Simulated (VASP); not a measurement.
# Nb (P6/mmm) in VASP: further runs, part 2 of 4

VASP 6.6.1. The steps go on from the part before.

## (3) Single point, PBE (18.39 Å³/atom)

This run uses another cell than the first one, of 18.39 Å³/atom.

Input file INCAR:

```
PREC = Accurate
ENCUT = 520
EDIFF = 1E-6
ISMEAR = -1
SIGMA = 0.05
LREAL = F
LASPH = T
NELM = 100
ALGO = Normal
ISIF = 2
LWAVE = F
LCHARG = F
GGA = PE
NBANDS = 12
```

Input file KPOINTS:

```
regular mesh
0
Gamma
  15 15 14
```

Input file POSCAR:

```
Nb
1.0
    2.8169964601      0.0000000000      0.0000000000
   -1.4084982300      2.4395904968      0.0000000000
    0.0000000000      0.0000000000      2.6765114634
Nb
1
Direct
    0.0000000000      0.0000000000      0.0000000000
```

Potentials or basis: VASP PAW PBE potentials, release 64 (Nb_sv).

On the command line:

```sh
$ cat potpaw_PBE.64/Nb_sv/POTCAR > POTCAR
$ mpirun -np 1 vasp_std > vasp.out
```

OUTCAR:

```text
PREC = Accurate
   ENCUT = 520
   EDIFF = 1E-6
   ISMEAR = -1
   LREAL = F
   LASPH = T
   NELM = 100
   ISIF = 2
   GGA = PE

 ion  position               nearest neighbor table
   1  0.000  0.000  0.000-

  LATTYP: Found a hexagonal cell.
 ALAT       =     2.8169964601
 C/A-ratio  =     0.9501295090

  Lattice vectors:

 A1 = (   2.8169964601,   0.0000000000,   0.0000000000)
 A2 = (  -1.4084982300,   2.4395904968,   0.0000000000)
 A3 = (   0.0000000000,   0.0000000000,   2.6765114634)

Analysis of symmetry for initial positions (statically):
=====================================================================
 Subroutine PRICEL returns:
 Original cell was already a primitive cell.

 Routine SETGRP: Setting up the symmetry group for a
 hexagonal supercell.

 Subroutine GETGRP returns: Found 24 space group operations
 (whereof 24 operations were pure point group operations)
 out of a pool of 24 trial point group operations.

The static configuration has the point symmetry D_6h.

Analysis of symmetry for dynamics (positions and initial velocities):
=====================================================================
 Subroutine PRICEL returns:
 Original cell was already a primitive cell.

 Routine SETGRP: Setting up the symmetry group for a
 hexagonal supercell.

 Subroutine GETGRP returns: Found 24 space group operations
 (whereof 24 operations were pure point group operations)
 out of a pool of 24 trial point group operations.

The dynamic configuration has the point symmetry D_6h.

 Subroutine INISYM returns: Found 24 space group operations
 (whereof 24 operations are pure point group operations),
 and found     1 'primitive' translations

----------------------------------------------------------------------------------------

                                     Primitive cell

  volume of cell :      18.3938

  direct lattice vectors                    reciprocal lattice vectors
     2.816996460  0.000000000  0.000000000     0.354988022  0.204952430  0.000000000
    -1.408498230  2.439590497  0.000000000     0.000000000  0.409904860  0.000000000
     0.000000000  0.000000000  2.676511463     0.000000000  0.000000000  0.373620668

  length of vectors
     2.816996460  2.816996460  2.676511463     0.409904860  0.409904860  0.373620668

  position of ions in fractional coordinates (direct lattice)
     0.000000000  0.000000000  0.000000000

  ion indices of the primitive-cell ions
   primitive index   ion index
                 1           1

----------------------------------------------------------------------------------------

 KPOINTS: regular mesh

Automatic generation of k-mesh.
 Grid dimensions read from file:
 generate k-points for:   15   15   14

 Generating k-lattice:

  Cartesian coordinates                     Fractional coordinates (reciprocal lattice)
     0.023665868  0.013663495  0.000000000     0.066666667  0.000000000  0.000000000
     0.000000000  0.027326991  0.000000000     0.000000000  0.066666667  0.000000000
     0.000000000  0.000000000  0.026687191     0.000000000  0.000000000  0.071428571

  Length of vectors
     0.027326991  0.027326991  0.026687191

  Shift w.r.t. Gamma in fractional coordinates (k-lattice)
     0.000000000  0.000000000  0.000000000

 Subroutine IBZKPT returns following result:
 ===========================================

 Found    216 irreducible k-points:

 Following reciprocal coordinates:
            Coordinates               Weight
  0.000000  0.000000  0.000000      1.000000
  0.066667  0.000000  0.000000      6.000000
  0.133333  0.000000  0.000000      6.000000
  0.200000  0.000000  0.000000      6.000000
  0.266667  0.000000  0.000000      6.000000
  0.333333  0.000000  0.000000      6.000000
[... 16 lines left out ...]
  0.333333  0.200000  0.000000     12.000000
  0.400000  0.200000  0.000000      6.000000
 [... further k-points ...]
   k-points           NKPTS =    216   k-points in BZ     NKDIM =    216   number of bands    NBANDS=     12
   number of dos      NEDOS =    301   number of ions     NIONS =      1
   total plane-waves  NPLWV =  11520
   dimension x,y,z NGX =    24 NGY =   24 NGZ =   20
   dimension x,y,z NGXF=    48 NGYF=   48 NGZF=   40
   ions per type =               1
   NGX,Y,Z   is equivalent  to a cutoff of  14.16, 14.16, 12.42 a.u.
   NGXF,Y,Z  is equivalent  to a cutoff of  28.33, 28.33, 24.85 a.u.
 SYSTEM =  unknown system
   PREC   = accura    normal or accurate (medium, high low for compatibility)
   ISTART =      0    job   : 0-new  1-cont  2-samecut
   ICHARG =      2    charge: 1-file 2-atom 10-const
   ISPIN  =      1    spin polarized calculation?
   LNONCOLLINEAR =      F non collinear calculations
   LSORBIT =      F    spin-orbit coupling
   LASPH  =      T    aspherical Exc in radial PAW
   ENCUT  =  520.0 eV  38.22 Ry    6.18 a.u.   5.24  5.24  4.98*2*pi/ulx,y,z
   NELM   =    100;   NELMIN=  2; NELMDL= -5     # of ELM steps
   EDIFF  = 0.1E-05   stopping-criterion for ELM
   LREAL  =      F    real-space projection
   EDIFFG = 0.1E-04   stopping-criterion for IOM
   NSW    =      0    number of steps for IOM
   IBRION =     -1    ionic relax: 0-MD 1-quasi-New 2-CG
   NFREE  =      0    steps in history (QN), initial steepest desc. (CG)
   ISIF   =      2    stress and relaxation
   ISYM   =      2    0-nonsym 1-usesym 2-fastsym
   POTIM  = 0.5000    time-step for ionic-motion
   TEBEG  =    0.0;   TEEND  =   0.0 temperature during run
   PSTRESS=    0.0 pullay stress
   NELECT =      13.0000    total number of electrons
   NUPDOWN=      -1.0000    fix difference up-down
   EMIN   =  10.00;   EMAX   =-10.00  energy-range for DOS
   EFERMI =   0.00;   METHOD = LEGACY
   ISMEAR =    -1;   SIGMA  =   0.05  broadening in eV -4-tet -1-fermi 0-gaus
   EFERMI_NEDOS =   21; number of points for ismear=-14 and -15
   IALGO  =     38    algorithm
   IMIX   =      4    mixing-type and parameters
     AMIX     =   0.40;   BMIX     =  1.00
     AMIX_MAG =   1.60;   BMIX_MAG =  1.00
  volume/ion in A,a.u.               =      18.39       124.13
  Fermi-wavevector in a.u.,A,eV,Ry     =   1.458249  2.755692 28.932675  2.126492
  Thomas-Fermi vector in A             =   2.574956
   LORBIT       =      0    0 simple, 1 ext, 2 COOP (PROOUT), +10 PAW based schemes
   GGA     = PE    functional components
   LHFCALC =     F    Hartree Fock is set to
   AEXX    =    0.0000 exact exchange contribution
   IVDW    =     0    specifies the selected vdW correction
   LEPSILON=     F    determine dielectric tensor
   LRPA    =     F    only Hartree local field effects (RPA)
 non-spin polarized calculation
  energy-cutoff  :      520.00
  volume of cell :       18.39
 maximum number of plane-waves:       513
 NGX is ok and might be reduce to    24
   NGX = 11   NGY = 11   NGZ =  9

 number of electron      13.0000001 magnetization

 Free energy of the ion-electron system (eV)
  ---------------------------------------------------
  ext. energy  EPLUGINS =         0.00000000
  ---------------------------------------------------
  free energy    TOTEN  =        -9.57433437 eV

  energy without entropy =       -9.56460174  energy(sigma->0) =       -9.56946806

 E-fermi :  11.2931     XC(G=0): -12.3292

 val. band max:       11.2895511609   @ k =   0.2667   0.2667   0.3571
 cond. band min:      11.2954610248   @ k =   0.4000   0.2000   0.0000
 fundamental gap:      0.0059098638
 Fermi energy:        11.2931315213

 k-point     1 :       0.0000    0.0000    0.0000
  band No.  band energies     occupation
      1     -43.5980      2.00000
      2     -18.8423      2.00000
      3     -18.7833      2.00000
      4     -18.7833      2.00000
      5       5.1149      2.00000
      6       7.9964      2.00000
      7      11.4011      0.20701
      8      11.4011      0.20701
      9      16.5330      0.00000
     10      16.5330      0.00000
     11      23.4385      0.00000
     12      25.8014      0.00000
[... 331 lines left out ...]
 k-point    24 :       0.4000    0.2000    0.0000
  band No.  band energies     occupation
      1     -43.3248      2.00000
      2     -20.1448      2.00000
      3     -19.4909      2.00000
      4     -18.6481      2.00000
      5       8.5534      2.00000
      6       9.3717      2.00000
      7      11.2955      0.97671
      8      13.4205      0.00000
      9      14.8806      0.00000
     10      18.3184      0.00000
     11      20.7223      0.00000
     12      21.8475      0.00000

 [... further k-points ...]

------------------------ aborting loop because EDIFF is reached ----------------------------------------

  FORCE on cell =-STRESS in cart. coord.  units (eV):
  Direction    XX          YY          ZZ          XY          YZ          ZX
  --------------------------------------------------------------------------------------
  -------------------------------------------------------------------------------------
  Total        0.9086215      0.9086215      0.9111757      0.0000000     -0.0000000      0.0000000
  in kB       79.1445897     79.1445897     79.3670775      0.0000000     -0.0000000      0.0000000
  external PRESSURE =      79.2187523 kB  Pullay stress =       0.0000000 kB

 VOLUME and BASIS-vectors are now :
 -----------------------------------------------------------------------------
  energy-cutoff  :      520.00
  volume of cell :       18.39
      direct lattice vectors                 reciprocal lattice vectors
     2.816996460  0.000000000  0.000000000     0.354988022  0.204952430  0.000000000
    -1.408498230  2.439590497  0.000000000     0.000000000  0.409904860  0.000000000
     0.000000000  0.000000000  2.676511463     0.000000000  0.000000000  0.373620668

 POSITION                                       TOTAL-FORCE (eV/Angst)
 -----------------------------------------------------------------------------------
      0.00000      0.00000      0.00000         0.000000      0.000000      0.000000
 -----------------------------------------------------------------------------------
    total drift:                                0.000000      0.000000      0.000000

  FREE ENERGIE OF THE ION-ELECTRON SYSTEM (eV)
  ---------------------------------------------------
  free  energy   TOTEN  =        -9.5743343736 eV

  energy  without entropy=       -9.5646017380  energy(sigma->0) =       -9.56946806
```

OSZICAR:

```text
N       E                     dE             d eps       ncg     rms          rms(c)
DAV:   1     0.120997806326E+03    0.12100E+03   -0.72858E+03  5200   0.108E+03
DAV:   2    -0.485994420066E+01   -0.12586E+03   -0.12062E+03  5632   0.390E+02
DAV:   3    -0.957883013049E+01   -0.47189E+01   -0.44883E+01  7312   0.669E+01
DAV:   4    -0.989331292405E+01   -0.31448E+00   -0.31300E+00  7468   0.158E+01
DAV:   5    -0.990291842301E+01   -0.96055E-02   -0.95995E-02  7416   0.237E+00    0.710E+00
DAV:   6    -0.959467976997E+01    0.30824E+00   -0.49872E-01  8184   0.891E+00    0.266E+00
DAV:   7    -0.956780975202E+01    0.26870E-01   -0.14588E-01  8592   0.481E+00    0.937E-01
DAV:   8    -0.957423933766E+01   -0.64296E-02   -0.12601E-02  5796   0.145E+00    0.427E-02
DAV:   9    -0.957432926633E+01   -0.89929E-04   -0.10975E-03  8340   0.293E-01    0.574E-02
DAV:  10    -0.957434341756E+01   -0.14151E-04   -0.45817E-05  5992   0.869E-02    0.219E-02
DAV:  11    -0.957433469511E+01    0.87224E-05   -0.46854E-06  7368   0.326E-02    0.471E-03
DAV:  12    -0.957433437362E+01    0.32149E-06   -0.50238E-07  3404   0.122E-02
   1 F= -.95743344E+01 E0= -.95694681E+01  d E =-.973264E-02
```

stdout:

```text
POSCAR found type information on POSCAR Nb
 POSCAR found :  1 types and       1 ions
 scaLAPACK will be used
 LDA part: xc-table for (Slater+PW92), standard interpolation
 POSCAR, INCAR and KPOINTS ok, starting setup
 FFT: planning ... GRIDC
 FFT: planning ... GRID_SOFT
 FFT: planning ... GRID
 WAVECAR not read
 entering main loop
```

Run time: 46 s. Hardware: 1 thread of Intel Xeon 8259CL, shared host; peak memory 0.17 GiB.

Results:

```
Free energy            : -9.5743 eV
Pressure               : 7.9 GPa
Band gap on the k mesh : zero (an odd number of electrons rules out a gap without spin polarisation)
```

Caveat: the cell stands under pressure.

(Continued in part 3 of 4.)
